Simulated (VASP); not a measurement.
A run of VASP 6.6.1 is set up as follows.

Contents of INCAR:

```
SYSTEM = Cs4Au
PREC = Accurate
ENCUT = 520
EDIFF = 1E-6
ISMEAR = 0
SIGMA = 0.1
LREAL = .False.
LASPH = .True.
NELM = 100
ALGO = Fast
ISIF = 2
LWAVE = .False.
LCHARG = .False.
GGA = PE
NBANDS = 32
```

File KPOINTS:

```
regular mesh
0
Gamma
  6 6 6
  0 0 0
```

The input POSCAR:

```
Cs4Au
1.0
   -4.6948483942      4.6948483942      4.6948483942
    4.6948483942     -4.6948483942      4.6948483942
    4.6948483942      4.6948483942     -4.6948483942
Cs Au
4 1
Direct
    0.0000000000      0.0000000000      0.5000000000
    0.5000000000      0.0000000000      0.0000000000
    0.0000000000      0.5000000000      0.0000000000
    0.5000000000      0.5000000000      0.5000000000
    0.0000000000      0.0000000000      0.0000000000
```

Potentials or basis: VASP PAW PBE potentials, release 64 (Cs_sv, Au).

Run with:

```console
$ cat potpaw_PBE.64/Cs_sv/POTCAR potpaw_PBE.64/Au/POTCAR > POTCAR
$ mpirun -np 1 vasp_std > vasp.out
```

Question: What does it give for the pressure?

Answer: -0.2 GPa.

Question: Estimate the band gap on the k mesh.

Answer: Zero (an odd number of electrons rules out a gap without spin polarisation).

Caveat: spin-orbit coupling is left out, which moves the levels of the heavy elements.
